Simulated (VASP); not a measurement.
A run of VASP 6.6.1:

INCAR

```
ALGO     = Fast           # electronic algorithm
EDIFF    = 1E-6           # SCF threshold, eV
ENCUT    = 520            # plane-wave cutoff, eV
GGA      = PE             # functional
ISIF     = 2              # what is computed and relaxed
ISMEAR   = 0              # smearing method
LASPH    = T              # aspherical terms in the spheres
LCHARG   = T              # write CHGCAR
LELF     = T              # ELF
LREAL    = F              # projectors in reciprocal space
LVHAR    = T            
LWAVE    = F              # write WAVECAR
NBANDS   = 21             # bands
NELM     = 100            # most SCF steps
PREC     = Accurate       # precision mode
SIGMA    = 0.1            # smearing width, eV
```

KPOINTS

```
k-points
0
Gamma
  12 12 12
```

POSCAR

```
Li4Ru
1.0
   -3.0803251662      3.0803251662      1.9007357539
    3.0803251662     -3.0803251662      1.9007357539
    3.0803251662      3.0803251662     -1.9007357539
Li Ru
4 1
Direct
    0.3921461052      0.2118131077      0.6039592129
    0.2118131077      0.6078538948      0.8196670026
    0.6078538948      0.7881868923      0.3960407871
    0.7881868923      0.3921461052      0.1803329974
    0.0000000000      0.0000000000      0.0000000000
```

Potentials or basis: VASP PAW PBE potentials, release 64 (Li_sv, Ru_pv).

The run is started by

```bash
$ cat potpaw_PBE.64/Li_sv/POTCAR potpaw_PBE.64/Ru_pv/POTCAR > POTCAR
$ mpirun -np 1 vasp_std > vasp.out
```

Hardware: 1 thread of Oxide Virtual Turin-like Processor, with other jobs on the host.

Task: Estimate the wall time of this run.

Result: Wall time 13 min on 1 thread of Oxide Virtual Turin-like Processor, on a shared host, peak memory 0.41 GiB. Counts: scf iterations 17, k points 242.
